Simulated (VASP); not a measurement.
Wanted: the native input for a VASP 6.6.1 run.

| Quantity | Value |
| --- | --- |
| Task | single point |
| Functional | r2SCAN |
| Potentials or basis | VASP PAW PBE potentials, release 64 (Al, N) |
| Cutoff | 520 eV |
| k mesh | 8 × 8 × 4 |
| Occupations | gaussian, width 0.01 eV |
| Spin | no spin polarisation |
| Dipole correction | no |
| Further INCAR settings | ALGO = Normal; EDIFF = 1e-06; NBANDS = 16 |

AlN:

```
Al N
1.0
     3.16883    0.00000    0.00000
    -1.58441    2.74429    0.00000
     0.00000    0.00000    4.92151
Al N
2 2
Direct
  0.33333 0.66667 0.99649
  0.66667 0.33333 0.49649
  0.33333 0.66667 0.38351
  0.66667 0.33333 0.88351
```

This cell differs from its parent crystal: in-plane strain +0.02, then relaxed in part.

These files were run (other wordings do the same):

POSCAR

```
AlN
1.0
    3.1688295765      0.0000000000      0.0000000000
   -1.5844147882      2.7442869135      0.0000000000
    0.0000000000      0.0000000000      4.9215146375
Al N
2 2
Direct
    0.3333333333      0.6666666667     -0.0035056558
    0.6666666667      0.3333333333      0.4964943442
    0.3333333333      0.6666666667      0.3835056558
    0.6666666667      0.3333333333      0.8835056558
```

INCAR.step1

```
SYSTEM = AlN
PREC = Accurate
ENCUT = 520
ISMEAR = 0
SIGMA = 0.01
LREAL = .FALSE.
LASPH = .TRUE.
NELM = 100
NBANDS = 16
GGA = PE
ALGO = Normal
EDIFF = 1E-4
LWAVE = .TRUE.
LCHARG = .FALSE.
```

INCAR.step2

```
SYSTEM = AlN
PREC = Accurate
ENCUT = 520
EDIFF = 1E-6
ISMEAR = 0
SIGMA = 0.01
LREAL = .FALSE.
LASPH = .TRUE.
NELM = 100
ALGO = Normal
ISIF = 2
LWAVE = .FALSE.
LCHARG = .FALSE.
METAGGA = R2SCAN
LMIXTAU = .TRUE.
NBANDS = 16
ISTART = 1
```

KPOINTS

```
Automatic mesh
0
G
  8 8 4
  0 0 0
```

Potentials or basis: VASP PAW PBE potentials, release 64 (Al, N).

The run is started by

```bash
$ cat potpaw_PBE.64/Al/POTCAR potpaw_PBE.64/N/POTCAR > POTCAR
$ cp INCAR.step1 INCAR
$ mpirun -np 1 vasp_std > vasp.out
$ cp INCAR.step2 INCAR
$ mpirun -np 1 vasp_std > vasp.out
```

It gave:

- Pressure: -6.4 GPa
- Largest force: 0.005 eV/Å
- Band gap on the k mesh: 4.49 eV, direct

Caveat: the cell differs from its parent crystal (in-plane strain +0.02, then relaxed in part); the PAW data sets were made with another functional, which shifts forces and pressure a little.

Run time: 56 s on 1 thread of Intel Xeon 6975P-C (shared host), peak memory 0.16 GiB.
